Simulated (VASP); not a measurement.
A run of VASP 6.6.1 is set up as follows.

INCAR

```
PREC = Accurate
ENCUT = 520
EDIFF = 1E-6
ISMEAR = 0
SIGMA = 0.01
LREAL = F
LASPH = T
NELM = 60
ALGO = Normal
ISIF = 2
LWAVE = F
LCHARG = F
GGA = PE
NBANDS = 11
```

The input KPOINTS:

```
Automatic mesh
0
Gamma
  10 10 10
```

Contents of POSCAR:

```
AlN
1.0
    0.0000000000      2.2015871026      2.2015871026
    2.2015871026      0.0000000000      2.2015871026
    2.2015871026      2.2015871026      0.0000000000
Al N
1 1
Direct
    0.0000000000      0.0000000000      0.0000000000
    0.7500000000      0.7500000000      0.7500000000
```

Potentials or basis: VASP PAW PBE potentials, release 64 (Al, N).

The run is started by

```bash
$ cat potpaw_PBE.64/Al/POTCAR potpaw_PBE.64/N/POTCAR > POTCAR
$ mpirun -np 1 vasp_std > vasp.out
```

Q: Estimate the band gap on the k mesh.

A: 3.30 eV, indirect (least direct gap 3.98 eV).

Q: Predict the pressure.

A: -0.3 GPa.

A k mesh can miss the band edges. As with any semilocal functional, this PBE gap is likely too small.
